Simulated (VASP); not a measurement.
Runs of VASP 6.6.1 on RbBr. The structure is that of space group I4/mmm (No. 139), or close to it. The cells are those of the table. 

```tsv
cell	gap on the mesh (eV)	pressure (GPa)
a = 4.712, b = 4.712, c = 5.441 Å, angles 54.7, 54.7, 70.5°, 2 atoms	(a)	8.2
a = 4.936, b = 4.936, c = 4.696 Å, angles 61.6, 61.6, 56.8°, 2 atoms	4.16	0.4
a = 4.719, b = 4.719, c = 5.596 Å, angles 53.6, 53.6, 72.7°, 2 atoms	1.69	14.1
a = 4.722, b = 4.722, c = 5.266 Å, angles 56.1, 56.1, 67.8°, 2 atoms	3.49	3.7
a = 4.816, b = 4.816, c = 4.914 Å, angles 59.3, 59.3, 61.3°, 2 atoms	4.17	0.0
a = 4.789, b = 4.789, c = 4.984 Å, angles 58.6, 58.6, 62.7°, 2 atoms	4.11	0.3
a = 5.151, b = 5.151, c = 4.441 Å, angles 64.5, 64.5, 51.1°, 2 atoms	3.99	2.7
a = 5.038, b = 5.038, c = 4.561 Å, angles 63.1, 63.1, 53.8°, 2 atoms	4.08	(b)
```

Alike in all rows: task single point; level PBEsol; potentials or basis VASP PAW PBE potentials, release 64 (Rb_sv, Br); no spin polarisation; k mesh 6 × 6 × 6; cutoff (eV) 520; smearing gaussian 0.05 eV.

Problem. Fill in the values left out.

Solution. (a) 2.71; (b) 1.3.

Caveats: the PAW data sets were made with another functional, which shifts forces and pressure a little; the cell stands under pressure (at least some runs).

A k mesh can miss the band edges, and the runs leave out spin-orbit coupling on Br, Rb.
